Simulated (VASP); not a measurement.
# AlN (P2_1) in VASP: notebook

AlN is run at these levels: PBEsol; tasks: single point.

All numbers are computed with VASP 6.6.1; they aren't measurements. Logs are shortened: lines on timing, memory, paths and dates and some standing lists are left out, and cuts for length are marked.

## (1) The cell of the first run

It takes space group P2_1 (No. 4, monoclinic). Conventional cell: a = 3.114 Å, b = 4.983 Å, c = 3.114 Å, α = 90.00°, β = 120.00°, γ = 90.00°. Al (site symmetry 1) has 4 N at 1.84 to 1.99 Å within 2.4 Å. N (site symmetry 1) has 4 Al at 1.84 to 1.99 Å within 2.4 Å.

## (2) Single point, PBEsol (atoms displaced along several vibrational modes)

Contents of INCAR:

```
SYSTEM = AlN
PREC = Accurate
ENCUT = 520
EDIFF = 1E-7
ISMEAR = 0
SIGMA = 0.05
LREAL = .False.
LASPH = .True.
NELM = 80
ALGO = Normal
ISIF = 2
LWAVE = .False.
LCHARG = .False.
GGA = PS
NBANDS = 26
```

Contents of KPOINTS:

```
regular mesh
0
Gamma
  8 8 8
  0 0 0
```

Contents of POSCAR:

```
AlN
1.0
   -3.1135599857      0.0000000000      0.0000000000
    0.0000000000      5.3928440876      0.0000000000
    1.5567799928     -2.6964220438     -4.9833504711
Al N
4 4
Direct
    1.0105533314      0.3265624247      0.9984958893
    0.5105533314      0.8265624247      0.9984958893
    0.2379425578      0.9219334646      0.4984958893
    0.7379425578      0.4219334646      0.4984958893
    0.7981492571      0.1286024475      0.6164985473
    0.2981492571      0.6286024475      0.6164985473
    0.0683492902      0.7378960998      0.1164985473
    0.5683492902      0.2378960998      0.1164985473
```

Potentials or basis: VASP PAW PBE potentials, release 64 (Al, N).

Started as:

```
cat potpaw_PBE.64/Al/POTCAR potpaw_PBE.64/N/POTCAR > POTCAR
mpirun -np 1 vasp_std > vasp.out
```

OUTCAR:

```text
SYSTEM = AlN
   PREC = Accurate
   ENCUT = 520
   EDIFF = 1E-7
   ISMEAR = 0
   LREAL = .False.
   LASPH = .True.
   NELM = 80
   ISIF = 2
   GGA = PS

 ion  position               nearest neighbor table
   1  0.011  0.327  0.998-   8 1.84   8 1.85   5 1.91   7 1.99   3 3.02   4 3.02   4 3.09   3 3.09
                             3 3.11   4 3.11   2 3.11   2 3.11   2 3.11   2 3.11
   2  0.511  0.827  0.998-   7 1.84   7 1.85   6 1.91   8 1.99   4 3.02   3 3.02   3 3.09   4 3.09
                             4 3.11   3 3.11   1 3.11   1 3.11   1 3.11   1 3.11
   3  0.238  0.922  0.498-   5 1.84   5 1.85   7 1.91   6 1.99   1 3.02   2 3.02   2 3.09   1 3.09
                             1 3.11   2 3.11   4 3.11   4 3.11   4 3.11   4 3.11
   4  0.738  0.422  0.498-   6 1.84   6 1.85   8 1.91   5 1.99   2 3.02   1 3.02   1 3.09   2 3.09
                             2 3.11   1 3.11   3 3.11   3 3.11   3 3.11   3 3.11
   5  0.798  0.129  0.616-   3 1.84   3 1.85   1 1.91   4 1.99
   6  0.298  0.629  0.616-   4 1.84   4 1.85   2 1.91   3 1.99
   7  0.068  0.738  0.116-   2 1.84   2 1.85   3 1.91   1 1.99
   8  0.568  0.238  0.116-   1 1.84   1 1.85   4 1.91   2 1.99

  LATTYP: Found a body centered orthorhombic cell.
 ALAT       =     3.1135599857
 B/A-ratio  =     1.7320508076
 C/A-ratio  =     3.2010627667

  Lattice vectors:

 A1 = (  -1.5567799928,   2.6964220438,   4.9833504711)
 A2 = (   1.5567799929,  -2.6964220438,   4.9833504711)
 A3 = (   1.5567799928,   2.6964220438,  -4.9833504711)

Analysis of symmetry for initial positions (statically):
=====================================================================
 Subroutine PRICEL returns following result:

  LATTYP: Found a hexagonal cell.
 ALAT       =     3.1135599857
 C/A-ratio  =     1.6005313834

  Lattice vectors:

 A1 = (   3.1135599857,  -0.0000000000,   0.0000000000)
 A2 = (  -1.5567799929,  -2.6964220438,   0.0000000000)
 A3 = (  -0.0000000000,   0.0000000000,  -4.9833504711)

   2 primitive cells build up your supercell.

 Routine SETGRP: Setting up the symmetry group for a
 body centered orthorhombic supercell.

 Subroutine GETGRP returns: Found  2 space group operations
 (whereof  1 operations were pure point group operations)
 out of a pool of  8 trial point group operations.

The static configuration has the point symmetry C_1 .
 The point group associated with its full space group is C_2 .

Analysis of symmetry for dynamics (positions and initial velocities):
=====================================================================
 Subroutine PRICEL returns following result:

  LATTYP: Found a hexagonal cell.
 ALAT       =     3.1135599857
 C/A-ratio  =     1.6005313834

  Lattice vectors:

 A1 = (   3.1135599857,  -0.0000000000,   0.0000000000)
 A2 = (  -1.5567799929,  -2.6964220438,   0.0000000000)
 A3 = (  -0.0000000000,   0.0000000000,  -4.9833504711)

   2 primitive cells build up your supercell.

 Routine SETGRP: Setting up the symmetry group for a
 body centered orthorhombic supercell.

 Subroutine GETGRP returns: Found  2 space group operations
 (whereof  1 operations were pure point group operations)
 out of a pool of  8 trial point group operations.

The dynamic configuration has the point symmetry C_1 .
 The point group associated with its full space group is C_2 .

 Subroutine INISYM returns: Found  2 space group operations
 (whereof  1 operations are pure point group operations),
 and found     2 'primitive' translations

----------------------------------------------------------------------------------------

                                     Primitive cell

  volume of cell :      41.8376

  direct lattice vectors                    reciprocal lattice vectors
     3.113559986 -0.000000000  0.000000000     0.321175762 -0.185430912 -0.000000000
    -1.556779993 -2.696422044  0.000000000    -0.000000000 -0.370861825 -0.000000000
    -0.000000000  0.000000000 -4.983350471     0.000000000  0.000000000 -0.200668206

  length of vectors
     3.113559986  3.113559986  4.983350471     0.370861825  0.370861825  0.200668206

  position of ions in fractional coordinates (direct lattice)
     0.661380133  0.345371040  0.998495889
     0.338619867  0.654628960  0.498495889
     0.689746843  0.359293652  0.616498547
     0.310253157  0.640706348  0.116498547

  ion indices of the primitive-cell ions
   primitive index   ion index
                 1           1
                 2           4
                 3           5
                 4           7

----------------------------------------------------------------------------------------

 KPOINTS: regular mesh

Automatic generation of k-mesh.
 Grid dimensions read from file:
 generate k-points for:    8    8    8

 Generating k-lattice:

  Cartesian coordinates                     Fractional coordinates (reciprocal lattice)
    -0.040146970  0.000000000 -0.012541763     0.125000000  0.000000000  0.000000000
     0.000000000  0.023178864 -0.012541763     0.000000000  0.125000000  0.000000000
     0.000000000  0.000000000 -0.025083526     0.000000000  0.000000000  0.125000000

  Length of vectors
     0.042060374  0.026354422  0.025083526

  Shift w.r.t. Gamma in fractional coordinates (k-lattice)
     0.000000000  0.000000000  0.000000000

 Subroutine IBZKPT returns following result:
 ===========================================

 Found    150 irreducible k-points:

 Following reciprocal coordinates:
            Coordinates               Weight
  0.000000  0.000000  0.000000      1.000000
  0.125000  0.000000  0.000000      4.000000
  0.250000  0.000000  0.000000      4.000000
  0.375000  0.000000  0.000000      4.000000
  0.500000  0.000000  0.000000      2.000000
  0.000000  0.125000  0.000000      4.000000
[... 16 lines left out ...]
  0.125000 -0.250000 -0.125000      4.000000
  0.250000  0.250000  0.000000      4.000000
 [... further k-points ...]
   k-points           NKPTS =    150   k-points in BZ     NKDIM =    150   number of bands    NBANDS=     26
   number of dos      NEDOS =    301   number of ions     NIONS =      8
   total plane-waves  NPLWV =  46080
   dimension x,y,z NGX =    24 NGY =   40 NGZ =   48
   dimension x,y,z NGXF=    48 NGYF=   80 NGZF=   96
   ions per type =               4   4
   NGX,Y,Z   is equivalent  to a cutoff of  12.81, 12.33, 13.58 a.u.
   NGXF,Y,Z  is equivalent  to a cutoff of  25.63, 24.66, 27.16 a.u.
 SYSTEM =  AlN
   PREC   = accura    normal or accurate (medium, high low for compatibility)
   ISTART =      0    job   : 0-new  1-cont  2-samecut
   ICHARG =      2    charge: 1-file 2-atom 10-const
   ISPIN  =      1    spin polarized calculation?
   LNONCOLLINEAR =      F non collinear calculations
   LSORBIT =      F    spin-orbit coupling
   LASPH  =      T    aspherical Exc in radial PAW
   ENCUT  =  520.0 eV  38.22 Ry    6.18 a.u.   5.79 10.03 10.93*2*pi/ulx,y,z
   NELM   =     80;   NELMIN=  2; NELMDL= -5     # of ELM steps
   EDIFF  = 0.1E-06   stopping-criterion for ELM
   LREAL  =      F    real-space projection
   EDIFFG = 0.1E-05   stopping-criterion for IOM
   NSW    =      0    number of steps for IOM
   IBRION =     -1    ionic relax: 0-MD 1-quasi-New 2-CG
   NFREE  =      0    steps in history (QN), initial steepest desc. (CG)
   ISIF   =      2    stress and relaxation
   ISYM   =      2    0-nonsym 1-usesym 2-fastsym
   POTIM  = 0.5000    time-step for ionic-motion
   TEBEG  =    0.0;   TEEND  =   0.0 temperature during run
   PSTRESS=    0.0 pullay stress
   NELECT =      32.0000    total number of electrons
   NUPDOWN=      -1.0000    fix difference up-down
   EMIN   =  10.00;   EMAX   =-10.00  energy-range for DOS
   EFERMI =   0.00;   METHOD = LEGACY
   ISMEAR =     0;   SIGMA  =   0.05  broadening in eV -4-tet -1-fermi 0-gaus
   EFERMI_NEDOS =   21; number of points for ismear=-14 and -15
   IALGO  =     38    algorithm
   IMIX   =      4    mixing-type and parameters
     AMIX     =   0.40;   BMIX     =  1.00
     AMIX_MAG =   1.60;   BMIX_MAG =  1.00
  volume/ion in A,a.u.               =      10.46        70.58
  Fermi-wavevector in a.u.,A,eV,Ry     =   1.188300  2.245561 19.212190  1.412056
  Thomas-Fermi vector in A             =   2.324432
   LORBIT       =      0    0 simple, 1 ext, 2 COOP (PROOUT), +10 PAW based schemes
   GGA     = PS    functional components
   LHFCALC =     F    Hartree Fock is set to
   AEXX    =    0.0000 exact exchange contribution
   IVDW    =     0    specifies the selected vdW correction
   LEPSILON=     F    determine dielectric tensor
   LRPA    =     F    only Hartree local field effects (RPA)
 non-spin polarized calculation
 Gauss-broadening in eV      SIGMA  =   0.05
  energy-cutoff  :      520.00
  volume of cell :       83.68
 maximum number of plane-waves:      2272
   NGX = 11   NGY = 21   NGZ = 21

 number of electron      32.0000000 magnetization

 Free energy of the ion-electron system (eV)
  ---------------------------------------------------
  ext. energy  EPLUGINS =         0.00000000
  ---------------------------------------------------
  free energy    TOTEN  =       -62.33363413 eV

  energy without entropy =      -62.33363413  energy(sigma->0) =      -62.33363413

 E-fermi :   6.2758     XC(G=0): -11.0985

 val. band max:        6.0709760795   @ k =   0.0000   0.0000   0.0000
 cond. band min:      10.1310024121   @ k =   0.0000   0.0000   0.0000
 fundamental gap:      4.0600263326
 Fermi energy:         6.2758361660

 k-point     1 :       0.0000    0.0000    0.0000
  band No.  band energies     occupation
      1      -9.1171      2.00000
      2      -6.9369      2.00000
      3      -6.7654      2.00000
      4      -6.7654      2.00000
      5      -0.0040      2.00000
      6       0.5638      2.00000
[... 18 lines left out ...]
     25      17.3178      0.00000
     26      17.8930      0.00000
[... 644 lines left out ...]
      4      -6.4309      2.00000
      5       1.2047      2.00000
      6       1.2655      2.00000
[... 18 lines left out ...]
     25      16.8547      0.00000
     26      17.1222      0.00000

 [... further k-points ...]

------------------------ aborting loop because EDIFF is reached ----------------------------------------

  FORCE on cell =-STRESS in cart. coord.  units (eV):
  Direction    XX          YY          ZZ          XY          YZ          ZX
  --------------------------------------------------------------------------------------
  -------------------------------------------------------------------------------------
  Total        4.7336567     -2.9071931      0.2968734      0.0222774      0.0000000      0.0000000
  in kB       90.6381039    -55.6657330      5.6844090      0.4265592      0.0000000      0.0000000
  external PRESSURE =      13.5522600 kB  Pullay stress =       0.0000000 kB

 VOLUME and BASIS-vectors are now :
 -----------------------------------------------------------------------------
  energy-cutoff  :      520.00
  volume of cell :       83.68
      direct lattice vectors                 reciprocal lattice vectors
    -3.113559986  0.000000000  0.000000000    -0.321175762  0.000000000 -0.100334103
     0.000000000  5.392844088  0.000000000     0.000000000  0.185430912 -0.100334103
     1.556779993 -2.696422044 -4.983350471     0.000000000  0.000000000 -0.200668206

 POSITION                                       TOTAL-FORCE (eV/Angst)
 -----------------------------------------------------------------------------------
      1.52158     -0.93127     -4.97585         0.218440      1.142898      0.153337
     -0.03520      1.76516     -4.97585         0.218440      1.142898      0.153337
      0.03520      3.62769     -2.48418        -0.218440     -1.142898      0.153337
     -1.52158      0.93127     -2.48418        -0.218440     -1.142898      0.153337
     -1.52533     -0.96881     -3.07223        -0.085424      1.288901     -0.153337
      0.03145      1.72761     -3.07223        -0.085424      1.288901     -0.153337
     -0.03145      3.66523     -0.58055         0.085424     -1.288901     -0.153337
     -1.58823      0.96881     -0.58055         0.085424     -1.288901     -0.153337
 -----------------------------------------------------------------------------------
    total drift:                                0.000025      0.000016      0.000923

  FREE ENERGIE OF THE ION-ELECTRON SYSTEM (eV)
  ---------------------------------------------------
  free  energy   TOTEN  =       -62.3336341325 eV

  energy  without entropy=      -62.3336341325  energy(sigma->0) =      -62.33363413
```

It took 7.1 min on 1 thread of Intel Xeon 8259CL, shared host; peak memory 0.37 GiB.

Results:

```
Free energy            : -62.3336 eV
Pressure               : 1.4 GPa
Largest force          : 1.301 eV/Å
Band gap on the k mesh : 4.06 eV
```

Forces on the atoms (eV/Å):
```
Al   0.218  1.143  0.153
Al   0.218  1.143  0.153
Al  -0.218 -1.143  0.153
Al  -0.218 -1.143  0.153
N   -0.085  1.289 -0.153
N   -0.085  1.289 -0.153
N    0.085 -1.289 -0.153
N    0.085 -1.289 -0.153
```

Stress tensor (GPa, compression positive):
```
 9.06  0.04  0.00
 0.04 -5.57  0.00
 0.00  0.00  0.57
```

Caveat: the cell differs from its parent crystal (atoms displaced along several vibrational modes); the stress differs along the axes, from -6 to 9 GPa; the PAW data sets were made with another functional, which shifts forces and pressure a little.

## (3) Single point, PBEsol (atoms displaced along several vibrational modes)

Contents of INCAR:

```
ALGO     = Normal         # electronic algorithm
EDIFF    = 1E-7           # SCF threshold, eV
ENCUT    = 520            # plane-wave cutoff, eV
GGA      = PS             # functional
ISIF     = 2              # what is computed and relaxed
ISMEAR   = 0              # smearing method
LASPH    = True           # aspherical terms in the spheres
LCHARG   = False          # write CHGCAR
LREAL    = False          # projectors in reciprocal space
LWAVE    = False          # write WAVECAR
NBANDS   = 26             # bands
NELM     = 60             # most SCF steps
PREC     = Accurate       # precision mode
SIGMA    = 0.05           # smearing width, eV
```

Contents of KPOINTS:

```
k-points
0
Gamma
  8 8 8
```

Contents of POSCAR:

```
AlN
1.0
   -3.1135599857      0.0000000000      0.0000000000
    0.0000000000      5.3928440876      0.0000000000
    1.5567799928     -2.6964220438     -4.9833504711
Al N
4 4
Direct
    1.0105485265      0.3361877850      0.9984862794
    0.5105485265      0.8361877850      0.9984862794
    0.2379377529      0.9122984944      0.4984862794
    0.7379377529      0.4122984944      0.4984862794
    0.7981585128      0.1493799584      0.6165170587
    0.2981585128      0.6493799584      0.6165170587
    0.0683585459      0.7171371003      0.1165170587
    0.5683585459      0.2171371003      0.1165170587
```

Potentials or basis: VASP PAW PBE potentials, release 64 (Al, N).

Started as:

```
cat potpaw_PBE.64/Al/POTCAR potpaw_PBE.64/N/POTCAR > POTCAR
mpirun -np 1 vasp_std > vasp.out
```

Run time: 8.3 min. Hardware: 1 thread of Intel Xeon 8259CL, shared host; peak memory 0.37 GiB.

The run converged. Its results:

- Free energy: -62.4874 eV
- Pressure: 0.6 GPa
- Largest force: 1.042 eV/Å
- Band gap on the k mesh: 4.09 eV

Forces on the atoms (eV/Å):
```
Al   0.180 -0.927  0.071
Al   0.180 -0.927  0.071
Al  -0.180  0.927  0.071
Al  -0.180  0.927  0.071
N   -0.092 -1.036 -0.071
N   -0.092 -1.036 -0.071
N    0.092  1.036 -0.071
N    0.092  1.036 -0.071
```

Stress tensor (GPa, compression positive):
```
-4.45 -0.21  0.00
-0.21  5.88  0.00
 0.00  0.00  0.26
```

Levels at points of the mesh, in eV from the valence-band top:
```tsv
k point	band 14	band 15	band 16	band 17	band 18	band 19
(0.00, 0.00, 0.00)	-0.33	-0.15	0.00	4.09	5.02	5.02
(0.50, 0.00, 0.00)	-2.18	-0.85	-0.85	5.92	5.92	7.19
(0.00, 0.50, 0.00)	-0.67	-0.52	-0.52	5.81	5.81	7.24
(0.50, 0.50, 0.00)	-1.36	-1.36	-0.75	5.17	5.17	5.30
(0.50, 0.50, 0.50)	-1.48	-1.48	-0.80	5.28	5.28	5.68
(0.00, 0.00, 0.50)	-0.61	-0.45	-0.45	5.56	5.99	6.33
```

Caveat: the cell differs from its parent crystal (atoms displaced along several vibrational modes); the stress differs along the axes, from -4 to 6 GPa; the PAW data sets were made with another functional, which shifts forces and pressure a little. A k mesh can miss the band edges.
